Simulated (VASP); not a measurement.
Wanted: the native input for a VASP 6.6.1 run.

- Task: single point
- Functional: PBE
- Potentials or basis: VASP PAW PBE potentials, release 64 (Sr_sv, Mo_sv)
- Cutoff: 520 eV
- k mesh: 10 × 10 × 10
- Occupations: gaussian, width 0.1 eV
- Spin: no spin polarisation
- Dipole correction: no
- Further INCAR settings: ALGO = Fast; EDIFF = 1e-06; NBANDS = 30

The structure of Sr3Mo lies in POSCAR:

```
Sr3Mo
1.0
    5.1992331971      0.0000000000      0.0000000000
    0.0000000000      5.1992331971      0.0000000000
    0.0000000000      0.0000000000      5.1992331971
Sr Mo
3 1
Direct
    0.0000000000      0.5000000000      0.5000000000
    0.5000000000      0.0000000000      0.5000000000
    0.5000000000      0.5000000000      0.0000000000
    0.0000000000      0.0000000000      0.0000000000
```

One way to write it, as run:

INCAR

```
  ALGO = Fast
  EDIFF = 1E-6
  ENCUT = 520
  GGA = PE
  ISIF = 2
  ISMEAR = 0
  LASPH = True
  LCHARG = True
  LELF = True
  LREAL = False
  LVHAR = True
  LWAVE = False
  NBANDS = 30
  NELM = 60
  PREC = Accurate
  SIGMA = 0.1
```

KPOINTS

```
k-points
0
Gamma
  10 10 10
```

Potentials or basis: VASP PAW PBE potentials, release 64 (Sr_sv, Mo_sv).

Launch:

```bash
$ cat potpaw_PBE.64/Sr_sv/POTCAR potpaw_PBE.64/Mo_sv/POTCAR > POTCAR
$ mpirun -np 1 vasp_std > vasp.out
```

Results of the run:

- Pressure: 0.1 GPa
- Band gap on the k mesh: zero (band 22 reaches 3.51 eV, above the bottom of band 23 at 2.58 eV)

Run time: 8.2 min on 1 thread of AMD EPYC 7R13 (shared host), peak memory 0.35 GiB.
